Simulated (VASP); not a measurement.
Write the native input for VASP 6.6.1 that does the following.

```
Task                   : single point
Functional             : PBE
Potentials or basis    : VASP PAW PBE potentials, release 64 (Ga_d, N)
Cutoff                 : 520 eV
k mesh                 : 10 × 10 × 10
Occupations            : fermi-dirac, width 0.02 eV
Spin                   : no spin polarisation
Dipole correction      : no
Further INCAR settings : ALGO = Normal; EDIFF = 1e-06; NBANDS = 16
```

The structure of GaN lies in POSCAR:

```
GaN
1.0
    0.0000000000      2.2489525415      2.2489525415
    2.2368081978      0.0000000000      2.2489525415
    2.2368081978      2.2489525415      0.0000000000
Ga N
1 1
Direct
    0.0000000000      0.0000000000      0.0000000000
    0.2500000000      0.2500000000      0.2500000000
```

This cell differs from its parent crystal: uniaxial x strain -0.5%.

One way to write it, as run:

INCAR

```
SYSTEM = GaN
PREC = Accurate
ENCUT = 520
EDIFF = 1E-6
ISMEAR = -1
SIGMA = 0.02
LREAL = .False.
LASPH = .True.
NELM = 100
ALGO = Normal
ISIF = 2
LWAVE = .False.
LCHARG = .False.
GGA = PE
NBANDS = 16
```

KPOINTS

```
Automatic mesh
0
Gamma
  10 10 10
  0 0 0
```

Potentials or basis: VASP PAW PBE potentials, release 64 (Ga_d, N).

Command:

```console
$ cat potpaw_PBE.64/Ga_d/POTCAR potpaw_PBE.64/N/POTCAR > POTCAR
$ mpirun -np 1 vasp_std > vasp.out
```

Results of the run:

```yaml
Pressure: 7.4 GPa
Band_gap_on_the_k_mesh: 1.78 eV, direct
```

Caveat: the cell differs from its parent crystal (uniaxial x strain -0.5%).

It took 38 s on 1 thread of Intel(R) Xeon(R) Platinum 8259CL CPU @ 2.50GHz (Skylake/Cascade Lake), on a shared host, peak memory 0.16 GiB.
